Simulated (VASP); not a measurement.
# Te (P3_121) in VASP: settings compared

The runs below take Te through single point, with PBE, r2SCAN.

Program: VASP 6.6.1. These are calculated values, not measurements. Logs are shortened: lines on timing, memory, paths and dates and some standing lists are left out, and cuts for length are marked.

### Step 1. The cell of the first run

The structure is trigonal, space group P3_121 (No. 152). Conventional cell: a = 4.394 Å, b = 4.394 Å, c = 5.844 Å, α = 90.00°, β = 90.00°, γ = 120.00°. Te (site symmetry 2) has 6 Te at 2.83 to 3.42 Å within 3.7 Å.

### Step 2. Single point, PBE

File INCAR:

```
SYSTEM = Te
  ALGO = Normal
  EDIFF = 1E-7
  ENCUT = 520
  GGA = PE
  ISIF = 2
  ISMEAR = -1
  LASPH = .TRUE.
  LCHARG = .FALSE.
  LREAL = .FALSE.
  LWAVE = .FALSE.
  NBANDS = 16
  NELM = 100
  PREC = Accurate
  SIGMA = 0.05
```

File KPOINTS:

```
k-points
0
G
  7 7 5
  0 0 0
```

File POSCAR:

```
Te
1.0
    4.3938034316      0.0000000000      0.0000000000
   -2.1969017158      3.8051453911      0.0000000000
    0.0000000000      0.0000000000      5.8439361313
Te
3
Direct
    0.7310000000      0.7310000000      0.0000000000
    0.0000000000      0.2690000000      0.6666666667
    0.2690000000      0.0000000000      0.3333333333
```

Potentials or basis: VASP PAW PBE potentials, release 64 (Te).

The run is started by

```console
> cat potpaw_PBE.64/Te/POTCAR > POTCAR
> mpirun -np 1 vasp_std > vasp.out
```

OUTCAR:

```text
SYSTEM = Te
   EDIFF = 1E-7
   ENCUT = 520
   GGA = PE
   ISIF = 2
   ISMEAR = -1
   LASPH = .TRUE.
   LREAL = .FALSE.
   NELM = 100
   PREC = Accurate

 ion  position               nearest neighbor table
   1  0.731  0.731  0.000-   3 2.83   2 2.83   3 3.42   2 3.42   2 3.42   3 3.42
   2  0.000  0.269  0.667-   1 2.83   3 2.83   1 3.42   1 3.42   3 3.42   3 3.42
   3  0.269  0.000  0.333-   1 2.83   2 2.83   1 3.42   1 3.42   2 3.42   2 3.42

  LATTYP: Found a hexagonal cell.
 ALAT       =     4.3938034316
 C/A-ratio  =     1.3300404131

  Lattice vectors:

 A1 = (   4.3938034316,   0.0000000000,   0.0000000000)
 A2 = (  -2.1969017158,   3.8051453911,   0.0000000000)
 A3 = (   0.0000000000,   0.0000000000,   5.8439361313)

Analysis of symmetry for initial positions (statically):
=====================================================================
 Subroutine PRICEL returns:
 Original cell was already a primitive cell.

 Routine SETGRP: Setting up the symmetry group for a
 hexagonal supercell.

 Subroutine GETGRP returns: Found  6 space group operations
 (whereof  2 operations were pure point group operations)
 out of a pool of 24 trial point group operations.

The static configuration has the point symmetry C_2 .
 The point group associated with its full space group is D_3 .

Analysis of symmetry for dynamics (positions and initial velocities):
=====================================================================
 Subroutine PRICEL returns:
 Original cell was already a primitive cell.

 Routine SETGRP: Setting up the symmetry group for a
 hexagonal supercell.

 Subroutine GETGRP returns: Found  6 space group operations
 (whereof  2 operations were pure point group operations)
 out of a pool of 24 trial point group operations.

The dynamic configuration has the point symmetry C_2 .
 The point group associated with its full space group is D_3 .

 Subroutine INISYM returns: Found  6 space group operations
 (whereof  2 operations are pure point group operations),
 and found     1 'primitive' translations

----------------------------------------------------------------------------------------

                                     Primitive cell

  volume of cell :      97.7051

  direct lattice vectors                    reciprocal lattice vectors
     4.393803432  0.000000000  0.000000000     0.227593249  0.131401024  0.000000000
    -2.196901716  3.805145391  0.000000000     0.000000000  0.262802048  0.000000000
     0.000000000  0.000000000  5.843936131     0.000000000  0.000000000  0.171117544

  length of vectors
     4.393803432  4.393803432  5.843936131     0.262802048  0.262802048  0.171117544

  position of ions in fractional coordinates (direct lattice)
     0.731000000  0.731000000  0.000000000
     0.000000000  0.269000000  0.666666667
     0.269000000  0.000000000  0.333333333

  ion indices of the primitive-cell ions
   primitive index   ion index
                 1           1
                 2           2
                 3           3

----------------------------------------------------------------------------------------

 KPOINTS: k-points

Automatic generation of k-mesh.
 Grid dimensions read from file:
 generate k-points for:    7    7    5

 Generating k-lattice:

  Cartesian coordinates                     Fractional coordinates (reciprocal lattice)
     0.032513321  0.018771575  0.000000000     0.142857143  0.000000000  0.000000000
     0.000000000  0.037543150  0.000000000     0.000000000  0.142857143  0.000000000
     0.000000000  0.000000000  0.034223509     0.000000000  0.000000000  0.200000000

  Length of vectors
     0.037543150  0.037543150  0.034223509

  Shift w.r.t. Gamma in fractional coordinates (k-lattice)
     0.000000000  0.000000000  0.000000000

 Subroutine IBZKPT returns following result:
 ===========================================

 Found     32 irreducible k-points:

 Following reciprocal coordinates:
            Coordinates               Weight
  0.000000  0.000000  0.000000      1.000000
  0.142857  0.000000  0.000000      6.000000
  0.285714  0.000000  0.000000      6.000000
  0.428571  0.000000  0.000000      6.000000
  0.142857  0.142857  0.000000      6.000000
  0.285714  0.142857  0.000000     12.000000
[... 16 lines left out ...]
  0.000000  0.142857  0.400000      6.000000
  0.285714  0.000000  0.400000      6.000000
 [... further k-points ...]
   k-points           NKPTS =     32   k-points in BZ     NKDIM =     32   number of bands    NBANDS=     16
   number of dos      NEDOS =    301   number of ions     NIONS =      3
   total plane-waves  NPLWV =  62208
   dimension x,y,z NGX =    36 NGY =   36 NGZ =   48
   dimension x,y,z NGXF=    72 NGYF=   72 NGZF=   96
   ions per type =               3
   NGX,Y,Z   is equivalent  to a cutoff of  13.62, 13.62, 13.65 a.u.
   NGXF,Y,Z  is equivalent  to a cutoff of  27.24, 27.24, 27.31 a.u.
 SYSTEM =  Te
   PREC   = accura    normal or accurate (medium, high low for compatibility)
   ISTART =      0    job   : 0-new  1-cont  2-samecut
   ICHARG =      2    charge: 1-file 2-atom 10-const
   ISPIN  =      1    spin polarized calculation?
   LNONCOLLINEAR =      F non collinear calculations
   LSORBIT =      F    spin-orbit coupling
   LASPH  =      T    aspherical Exc in radial PAW
   ENCUT  =  520.0 eV  38.22 Ry    6.18 a.u.   8.17  8.17 10.87*2*pi/ulx,y,z
   NELM   =    100;   NELMIN=  2; NELMDL= -5     # of ELM steps
   EDIFF  = 0.1E-06   stopping-criterion for ELM
   LREAL  =      F    real-space projection
   EDIFFG = 0.1E-05   stopping-criterion for IOM
   NSW    =      0    number of steps for IOM
   IBRION =     -1    ionic relax: 0-MD 1-quasi-New 2-CG
   NFREE  =      0    steps in history (QN), initial steepest desc. (CG)
   ISIF   =      2    stress and relaxation
   ISYM   =      2    0-nonsym 1-usesym 2-fastsym
   POTIM  = 0.5000    time-step for ionic-motion
   TEBEG  =    0.0;   TEEND  =   0.0 temperature during run
   PSTRESS=    0.0 pullay stress
   NELECT =      18.0000    total number of electrons
   NUPDOWN=      -1.0000    fix difference up-down
   EMIN   =  10.00;   EMAX   =-10.00  energy-range for DOS
   EFERMI =   0.00;   METHOD = LEGACY
   ISMEAR =    -1;   SIGMA  =   0.05  broadening in eV -4-tet -1-fermi 0-gaus
   EFERMI_NEDOS =   21; number of points for ismear=-14 and -15
   IALGO  =     38    algorithm
   IMIX   =      4    mixing-type and parameters
     AMIX     =   0.40;   BMIX     =  1.00
     AMIX_MAG =   1.60;   BMIX_MAG =  1.00
  volume/ion in A,a.u.               =      32.57       219.78
  Fermi-wavevector in a.u.,A,eV,Ry     =   0.931522  1.760322 11.806233  0.867734
  Thomas-Fermi vector in A             =   2.058024
   LORBIT       =      0    0 simple, 1 ext, 2 COOP (PROOUT), +10 PAW based schemes
   GGA     = PE    functional components
   LHFCALC =     F    Hartree Fock is set to
   AEXX    =    0.0000 exact exchange contribution
   IVDW    =     0    specifies the selected vdW correction
   LEPSILON=     F    determine dielectric tensor
   LRPA    =     F    only Hartree local field effects (RPA)
 non-spin polarized calculation
  energy-cutoff  :      520.00
  volume of cell :       97.71
 maximum number of plane-waves:      2655
 NGX is ok and might be reduce to    36
   NGX = 17   NGY = 17   NGZ = 21

 number of electron      18.0000000 magnetization

 Free energy of the ion-electron system (eV)
  ---------------------------------------------------
  ext. energy  EPLUGINS =         0.00000000
  ---------------------------------------------------
  free energy    TOTEN  =        -9.35181306 eV

  energy without entropy =       -9.35171729  energy(sigma->0) =       -9.35176517

 E-fermi :   6.6696     XC(G=0):  -9.2491

 val. band max:        6.3308338287   @ k =   0.2857   0.2857   0.4000
 cond. band min:       6.9458094865   @ k =   0.0000   0.0000   0.4000
 fundamental gap:      0.6149756578
 Fermi energy:         6.6696468894

 k-point     1 :       0.0000    0.0000    0.0000
  band No.  band energies     occupation
      1      -7.4533      2.00000
      2      -3.9498      2.00000
      3      -3.9498      2.00000
      4       3.2644      2.00000
      5       3.6718      2.00000
      6       3.6718      2.00000
[... 8 lines left out ...]
     15      12.5561      0.00000
     16      12.7002      0.00000

 k-point     2 :       0.1429    0.0000    0.0000
  band No.  band energies     occupation
      1      -7.3075      2.00000
      2      -3.9919      2.00000
      3      -3.9036      2.00000
      4       2.3449      2.00000
      5       3.0185      2.00000
      6       3.3064      2.00000
[... 8 lines left out ...]
     15      12.5029      0.00000
     16      12.8643      0.00000

 k-point     3 :       0.2857    0.0000    0.0000
  band No.  band energies     occupation
      1      -6.9046      2.00000
      2      -4.2241      2.00000
      3      -3.7875      2.00000
      4       1.4895      2.00000
      5       2.2722      2.00000
      6       2.8063      2.00000
[... 8 lines left out ...]
     15      13.0657      0.00000
     16      13.9562      0.00000

 k-point     4 :       0.4286    0.0000    0.0000
  band No.  band energies     occupation
      1      -6.4231      2.00000
      2      -4.6462      2.00000
      3      -3.6818      2.00000
      4       1.3596      2.00000
      5       1.8790      2.00000
      6       2.5870      2.00000
[... 8 lines left out ...]
     15      14.5437      0.00000
     16      15.2136      0.00000
[... 324 lines left out ...]
 k-point    22 :       0.1429    0.0000    0.4000
  band No.  band energies     occupation
      1      -6.7197      2.00000
      2      -5.9965      2.00000
      3      -2.0834      2.00000
      4       2.3466      2.00000
      5       3.3492      2.00000
      6       3.6506      2.00000
[... 8 lines left out ...]
     15      12.0470      0.00000
     16      12.8632      0.00000

 k-point    23 :       0.0000    0.1429    0.4000
  band No.  band energies     occupation
      1      -6.7144      2.00000
      2      -6.0066      2.00000
      3      -2.0524      2.00000
      4       2.2582      2.00000
      5       3.0144      2.00000
      6       3.5732      2.00000
[... 8 lines left out ...]
     15      12.2772      0.00000
     16      13.1370      0.00000

 k-point    24 :       0.2857    0.0000    0.4000
  band No.  band energies     occupation
      1      -6.3819      2.00000
      2      -5.6679      2.00000
      3      -2.8532      2.00000
      4       1.7192      2.00000
      5       2.8429      2.00000
      6       3.0640      2.00000
[... 8 lines left out ...]
     15      12.4242      0.00000
     16      13.0733      0.00000

 [... further k-points ...]

------------------------ aborting loop because EDIFF is reached ----------------------------------------

  FORCE on cell =-STRESS in cart. coord.  units (eV):
  Direction    XX          YY          ZZ          XY          YZ          ZX
  --------------------------------------------------------------------------------------
  -------------------------------------------------------------------------------------
  Total        2.0071551      2.0071551      2.8762878      0.0000000      0.0000000      0.0000000
  in kB       32.9135088     32.9135088     47.1656240      0.0000000      0.0000000      0.0000000
  external PRESSURE =      37.6642139 kB  Pullay stress =       0.0000000 kB

 VOLUME and BASIS-vectors are now :
 -----------------------------------------------------------------------------
  energy-cutoff  :      520.00
  volume of cell :       97.71
      direct lattice vectors                 reciprocal lattice vectors
     4.393803432  0.000000000  0.000000000     0.227593249  0.131401024  0.000000000
    -2.196901716  3.805145391  0.000000000     0.000000000  0.262802048  0.000000000
     0.000000000  0.000000000  5.843936131     0.000000000  0.000000000  0.171117544

 POSITION                                       TOTAL-FORCE (eV/Angst)
 -----------------------------------------------------------------------------------
      1.60594      2.78156      0.00000        -0.195458     -0.338544      0.000000
     -0.59097      1.02358      3.89596        -0.195458      0.338544      0.000000
      1.18193      0.00000      1.94798         0.390916     -0.000000     -0.000000
 -----------------------------------------------------------------------------------
    total drift:                                0.000000     -0.000000     -0.000000

  FREE ENERGIE OF THE ION-ELECTRON SYSTEM (eV)
  ---------------------------------------------------
  free  energy   TOTEN  =        -9.3518130579 eV

  energy  without entropy=       -9.3517172853  energy(sigma->0) =       -9.35176517
```

Wall time 43 s (1 thread of Intel Xeon Platinum 8259CL at 2.50GHz (Skylake/Cascade Lake), shared host); peak memory 0.24 GiB.

Results:

* Free energy: -9.3518 eV
* Pressure: 3.8 GPa
* Largest force: 0.391 eV/Å
* Band gap on the k mesh: 0.61 eV (least direct gap 0.81 eV)

Forces in eV/Å, atoms in the order of the input:
```
Te  -0.195 -0.339  0.000
Te  -0.195  0.339  0.000
Te   0.391  0.000  0.000
```

Caveat: the cell stands under pressure; spin-orbit coupling is left out, which moves the levels of the heavy elements; an odd mesh through Γ misses points on the zone boundary, where band edges can lie.

### Step 3. Single point, r2SCAN

This run uses another cell than the first one, of 34.60 Å³/atom.

File POSCAR:

```
Te
1.0
    4.4834975484      0.0000000000      0.0000000000
   -2.2417487742      3.8828227747      0.0000000000
    0.0000000000      0.0000000000      5.9632329314
Te
3
Direct
    0.7310000000      0.7310000000      0.0000000000
    0.0000000000      0.2690000000      0.6666666667
    0.2690000000      0.0000000000      0.3333333333
```

File INCAR.step1:

```
  PREC = Accurate
  ENCUT = 520
  ISMEAR = -1
  SIGMA = 0.05
  LREAL = False
  LASPH = True
  NELM = 80
  NBANDS = 16
  GGA = PE
  ALGO = Normal
  EDIFF = 1E-4
  LWAVE = True
  LCHARG = False
```

File INCAR.step2:

```
  PREC = Accurate
  ENCUT = 520
  EDIFF = 1E-6
  ISMEAR = -1
  SIGMA = 0.05
  LREAL = False
  LASPH = True
  NELM = 80
  ALGO = Normal
  ISIF = 2
  LWAVE = False
  LCHARG = False
  METAGGA = R2SCAN
  LMIXTAU = True
  NBANDS = 16
  ISTART = 1
```

File KPOINTS:

```
Automatic mesh
0
Gamma
  7 7 5
```

Potentials or basis: VASP PAW PBE potentials, release 64 (Te).

The run is started by

```console
> cat potpaw_PBE.64/Te/POTCAR > POTCAR
> cp INCAR.step1 INCAR
> mpirun -np 1 vasp_std > vasp.out
> cp INCAR.step2 INCAR
> mpirun -np 1 vasp_std > vasp.out
```

Wall time 2.7 min (1 thread of Intel Xeon Platinum 8259CL at 2.50GHz (Skylake/Cascade Lake), shared host); peak memory 0.26 GiB.

The run converged. Its results:

| Item | Value |
| --- | --- |
| Free energy | -76.2288 eV |
| Pressure | -0.1 GPa |
| Largest force | 0.166 eV/Å |
| Band gap on the k mesh | 0.77 eV (least direct gap 0.92 eV) |

Forces on the atoms (eV/Å):
```
Te   0.083  0.144  0.000
Te   0.083 -0.144  0.000
Te  -0.166  0.000  0.000
```

Stress tensor (GPa, compression positive):
```
 0.04  0.00  0.00
 0.00  0.04  0.00
 0.00  0.00 -0.32
```

Levels at points of the mesh, in eV from the valence-band top:
| k point | band 6 | band 7 | band 8 | band 9 | band 10 | band 11 | band 12 | band 13 |
| --- | --- | --- | --- | --- | --- | --- | --- | --- |
| (0.00, 0.00, 0.00) | -2.65 | -1.53 | -1.53 | -0.73 | 1.26 | 1.26 | 1.90 | 5.56 |

Caveat: the PAW data sets were made with another functional, which shifts forces and pressure a little; spin-orbit coupling is left out, which moves the levels of the heavy elements; an odd mesh through Γ misses points on the zone boundary, where band edges can lie. r2SCAN opens gaps a little over a GGA but as a rule still falls short of measured ones.

### Step 4. Single point, r2SCAN

This run uses another cell than the first one, of 35.28 Å³/atom.

File POSCAR:

```
Te
1.0
    4.5126119846      0.0000000000      0.0000000000
   -2.2563059923      3.9080366161      0.0000000000
    0.0000000000      0.0000000000      6.0019563082
Te
3
Direct
    0.7310000000      0.7310000000      0.0000000000
    0.0000000000      0.2690000000      0.6666666667
    0.2690000000      0.0000000000      0.3333333333
```

File INCAR.step1:

```
  ALGO = Normal
  EDIFF = 1E-4
  ENCUT = 520
  GGA = PE
  ISMEAR = -1
  LASPH = T
  LCHARG = F
  LREAL = F
  LWAVE = T
  NBANDS = 16
  NELM = 100
  PREC = Accurate
  SIGMA = 0.05
```

File INCAR.step2:

```
  ALGO = Normal
  EDIFF = 1E-6
  ENCUT = 520
  ISIF = 2
  ISMEAR = -1
  ISTART = 1
  LASPH = T
  LCHARG = F
  LMIXTAU = T
  LREAL = F
  LWAVE = F
  METAGGA = R2SCAN
  NBANDS = 16
  NELM = 100
  PREC = Accurate
  SIGMA = 0.05
```

File KPOINTS:

```
k-points
0
Gamma
  7 7 5
```

The run is started by

```console
> cat potpaw_PBE.64/Te/POTCAR > POTCAR
> cp INCAR.step1 INCAR
> mpirun -np 1 vasp_std > vasp.out
> cp INCAR.step2 INCAR
> mpirun -np 1 vasp_std > vasp.out
```

Run time: 2.7 min. Hardware: 1 thread of Intel Xeon Platinum 8259CL at 2.50GHz (Skylake/Cascade Lake), shared host; peak memory 0.26 GiB.

Results (log left out):

```yaml
Free_energy: -76.2221 eV
Pressure: -1.0 GPa
Largest_force: 0.263 eV/Å
Band_gap_on_the_k_mesh: 0.78 eV (least direct gap 0.90 eV)
```

Forces in eV/Å, atoms in the order of the input:
```
Te   0.131  0.227  0.000
Te   0.131 -0.227  0.000
Te  -0.263  0.000  0.000
```

Stress tensor (GPa, compression positive):
```
-0.73  0.00  0.00
 0.00 -0.73  0.00
 0.00  0.00 -1.46
```

Levels at points of the mesh, in eV from the valence-band top:
```tsv
k point	band 7	band 8	band 9	band 10	band 11	band 12
(0.00, 0.00, 0.00)	-1.48	-1.48	-0.69	1.25	1.25	1.89
```

Caveat: the PAW data sets were made with another functional, which shifts forces and pressure a little; spin-orbit coupling is left out, which moves the levels of the heavy elements; an odd mesh through Γ misses points on the zone boundary, where band edges can lie.

### Step 5. Overview

```csv
level,cell,gap on the mesh (eV),pressure (GPa),largest force (eV/Å)
PBE,"a = 4.394, b = 4.394, c = 5.844 Å, angles 90.0, 90.0, 120.0°, 3 atoms",0.61,3.8,0.39
r2SCAN,"a = 4.483, b = 4.483, c = 5.963 Å, angles 90.0, 90.0, 120.0°, 3 atoms",0.77,-0.1,0.17
r2SCAN,"a = 4.513, b = 4.513, c = 6.002 Å, angles 90.0, 90.0, 120.0°, 3 atoms",0.78,-1.0,0.26
```

Alike in all rows: task single point; potentials or basis VASP PAW PBE potentials, release 64 (Te); no spin polarisation; k mesh 7 × 7 × 5; cutoff (eV) 520; smearing fermi-dirac 0.05 eV.

Caveats: spin-orbit coupling is left out, which moves the levels of the heavy elements; an odd mesh through Γ misses points on the zone boundary, where band edges can lie; the PAW data sets were made with another functional, which shifts forces and pressure a little (at least some runs); the cell stands under pressure (at least some runs).

Total energies depend on the potentials used, so only differences within one code and one set of settings carry meaning.
